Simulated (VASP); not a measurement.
# Ti3C: relaxation of the atoms with PBE

System: Ti3C, a slab with vacuum.

```
Ti C
1.0
     2.90754    0.00000    0.00000
     0.00000    2.90754    0.00000
     0.00000    0.00000   19.30598
Ti C
3 1
Cartesian
  1.4538 1.4538 4.0000
  0.0000 0.0000 5.9030
  1.4538 1.4538 7.8060
  1.4538 2.4230 9.5436
```

| Item | Value |
| --- | --- |
| Program | VASP 6.6.1 |
| Task | relaxation of the atoms |
| Functional | PBE |
| Potentials or basis | VASP PAW PBE potentials, release 64 (Ti_sv, C) |
| Cutoff | 520 eV |
| k mesh | 9 × 9 × 1 |
| Occupations | gaussian, width 0.1 eV |
| Spin | no spin polarisation |
| Dipole correction | yes |
| Atoms held fixed (from 0) | [0, 1, 2] |
| Further INCAR settings | ALGO = Normal; EDIFF = 1e-06; IBRION = 2; EDIFFG = -0.025; NSW = 36 |
| Atoms held along some axes (from 0) | atom 3 along a and b |

- Energy gained by relaxing: 49.4 meV/atom
- Ionic steps: 5
- Band gap on the k mesh: zero (bands 20 and 21 overlap by 0.34 eV)

Step by step:
| step | energy change (eV) | largest force on free atoms (eV/Å) | pressure (GPa) |
| --- | --- | --- | --- |
| 1 | 0.0000 | 1.6634 | -1.38 |
| 2 | -0.1167 | 1.2087 | -0.75 |
| 3 | -0.1968 | 0.1268 | 0.64 |
| 4 | -0.1974 | 0.0338 | 0.49 |
| 5 | -0.1974 | 0.0145 | 0.54 |

Final structure:
```
Ti C
1.0
     2.90754    0.00000    0.00000
     0.00000    2.90754    0.00000
     0.00000    0.00000   19.30598
Ti C
3 1
Direct
  0.50000 0.50000 0.20719
  0.00000 0.00000 0.30576
  0.50000 0.50000 0.40433
  0.50000 0.83333 0.48380
```

Levels at points of the mesh, in eV from the Fermi level:
| k point | band 17 | band 18 | band 19 | band 20 | band 21 | band 22 | band 23 | band 24 |
| --- | --- | --- | --- | --- | --- | --- | --- | --- |
| (0.00, 0.00, 0.00) | -1.67 | -0.90 | -0.24 | 0.00 | 0.61 | 0.79 | 1.28 | 1.42 |

Wall time 12 min on 1 thread of Intel(R) Xeon(R) Platinum 8259CL CPU @ 2.50GHz (Skylake/Cascade Lake) (shared host), peak memory 0.32 GiB.
